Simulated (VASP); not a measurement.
Crystal: MgS.

```
CELL_PARAMETERS angstrom
0.00000 2.65000 2.65000
2.65000 0.00000 2.65000
2.65000 2.65000 0.00000
ATOMIC_POSITIONS crystal
Mg 0.00000 0.00000 0.00000
S 0.50000 0.50000 0.50000
```

- Program: VASP 6.6.1
- Task: relaxation of cell and atoms
- Functional: LDA
- Potentials or basis: VASP PAW LDA potentials, release 64 (Mg, S)
- Cutoff: 600 eV
- k mesh: 7 × 7 × 7
- Occupations: methfessel-paxton, width 0.01 eV
- Spin: no spin polarisation

At the start: pressure -7.2 GPa; volume 18.61 Å³/atom.

**Question.** How do energy, volume and symmetry change on relaxing?

**Answer.** Over 3 steps the energy falls by 45.4 meV/atom and the volume is 16.75 Å³/atom (-10.0 %); space group Fm-3m (No. 225, to 0.1 Å) before and after.

Step by step:
```tsv
step	energy change (eV)	largest force (eV/Å)	pressure (GPa)	volume (Å³)
1	0.0000	0.0000	-7.19	37.22
2	-0.0877	0.0000	1.63	32.90
3	-0.0908	0.0000	0.02	33.51
```

Final structure:
```
Mg S
1.0
     0.00000    2.55881    2.55881
     2.55881    0.00000    2.55881
     2.55881    2.55881    0.00000
Mg S
1 1
Direct
  0.00000 0.00000 0.00000
  0.50000 0.50000 0.50000
```
